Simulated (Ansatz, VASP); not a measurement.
# C: VASP beside Ansatz

```
C
1.0
     2.51806    0.00000    0.00000
    -1.25903    2.18071    0.00000
     0.00000    0.00000    8.30469
C
8
Direct
  0.98547 0.98936 0.09297
  0.01453 0.01064 0.59297
  0.01453 0.01064 0.40703
  0.98547 0.98936 0.90703
  0.32143 0.65795 0.15553
  0.67857 0.34205 0.65553
  0.34523 0.67538 0.34447
  0.65477 0.32462 0.84447
```

Change from the starting cell: mode 4 frozen in at -0.023 Å and mode 5 at -0.023 Å (largest displacements).

Alike in both runs: task single point; functional PBE; k mesh 12 × 12 × 4; occupations gaussian, width 0.05 eV; no spin polarisation.

|  | VASP | Ansatz |
| --- | --- | --- |
| version | VASP 6.6.1 | Ansatz 0.2.0 |
| potentials or method | VASP PAW PBE potentials, release 64 (C), cutoff 520 eV | scalar-relativistic, plane waves, PAW |
| valence electrons in the cell | 32 | 32 |

Ansatz gave:

| Property | Result |
| --- | --- |
| gap on the k mesh at the Fermi level (eV) | 4.54 |
| least direct gap on the mesh (eV) | 5.30 |
| pressure (GPa) | 0.0 |
| traceless stress, the component that is largest in VASP (GPa) | -0.07 |
| rms of the force components (eV/Å) | 0.116 |

What did VASP give for the same quantities?

gap on the k mesh at the Fermi level (eV): 4.53; least direct gap on the mesh (eV): 5.30; pressure (GPa): 0.6; traceless stress, the component that is largest in VASP (GPa): -0.07; rms of the force components (eV/Å): 0.116.

Atom by atom the forces differ by 0.002 eV/Å (rms over components). The functional is the same, so the differences come from potentials, cutoffs and numerics.
